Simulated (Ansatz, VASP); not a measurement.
**Zn, level by level in two programs**

```
Zn
1.0
     0.00000    1.96478    1.96478
     1.96478    0.00000    1.96478
     1.96478    1.96478    0.00000
Zn
1
Direct
  0.00000 0.00000 0.00000
```

Single points on this cell with VASP 6.6.1 and Ansatz 0.2.0. Each row is one pair of runs. Alike in all rows: spin: off.

| level | k mesh | smearing | VASP's potentials, cutoff | Ansatz's potentials, cutoff | gap on the k mesh at the Fermi level (eV), VASP | gap on the k mesh at the Fermi level (eV), Ansatz | pressure (GPa), VASP | pressure (GPa), Ansatz |
| --- | --- | --- | --- | --- | --- | --- | --- | --- |
| PBE | 12 × 12 × 12 | gaussian, width 0.027 eV | VASP PAW PBE potentials, release 64 (Zn), 520 eV | Ansatz PAW, 420 eV | none | none | 0.3 | -0.1 |
| PBE | 12 × 12 × 12 | gaussian, width 0.028 eV | VASP PAW PBE potentials, release 64 (Zn), 520 eV | Ansatz PAW, 420 eV | none | none | 0.2 | -0.2 |
| LDA | 12 × 12 × 12 | fermi-dirac, width 0.05 eV | VASP PAW LDA potentials, release 64 (Zn), 520 eV | Ansatz PAW, 420 eV | none | none | -8.1 | -8.5 |
| B3LYP | 6 × 6 × 6 | fermi-dirac, width 0.05 eV | VASP PAW PBE potentials, release 64 (Zn), 400 eV | Ansatz PAW, 420 eV | none | none | 2.7 | 3.4 |
| r2SCANh+D4 | 8 × 8 × 8 | gaussian, width 0.02 eV | VASP PAW PBE potentials, release 64 (Zn), 440 eV | Ansatz PAW, 500 eV | none | none | -4.9 | -4.7 |

Pressure (GPa): the two programs differ by at most 0.62.

A gap of «none» marks a metal or a gap that the smearing closes.

The k mesh is coarse in some rows, so the values compare programs but aren't converged.
